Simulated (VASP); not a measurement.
Al6H, 14 atoms in the cell. The cell holds a slab with vacuum, 14 atoms: a = 5.714 Å, b = 5.714 Å, c = 22.602 Å, α = 90.00°, β = 90.00°, γ = 120.00°. 

| Item | Value |
| --- | --- |
| Program | VASP 6.6.1 |
| Task | single point |
| Functional | PBE |
| Potentials or basis | VASP PAW PBE potentials, release 64 (Al, H) |
| Cutoff | 520 eV |
| k mesh | 6 × 6 × 1 |
| Occupations | gaussian, width 0.1 eV |
| Spin | no spin polarisation |
| Dipole correction | yes |
| Further INCAR settings | ALGO = Normal; EDIFF = 1e-06; NBANDS = 32 |

Potentials or basis: VASP PAW PBE potentials, release 64 (Al, H).

Launch:

```console
$ cat potpaw_PBE.64/Al/POTCAR potpaw_PBE.64/H/POTCAR > POTCAR
$ mpirun -np 1 vasp_std > vasp.out
```

Hardware: 1 thread of Intel(R) Xeon(R) Platinum 8488C (Sapphire Rapids) (shared host).

Problem. Estimate the wall time of this run.

Solution. Wall time 10 min on 1 thread of Intel(R) Xeon(R) Platinum 8488C (Sapphire Rapids), with other jobs on the host, peak memory 0.71 GiB. Counts: scf iterations 26, k points 13.
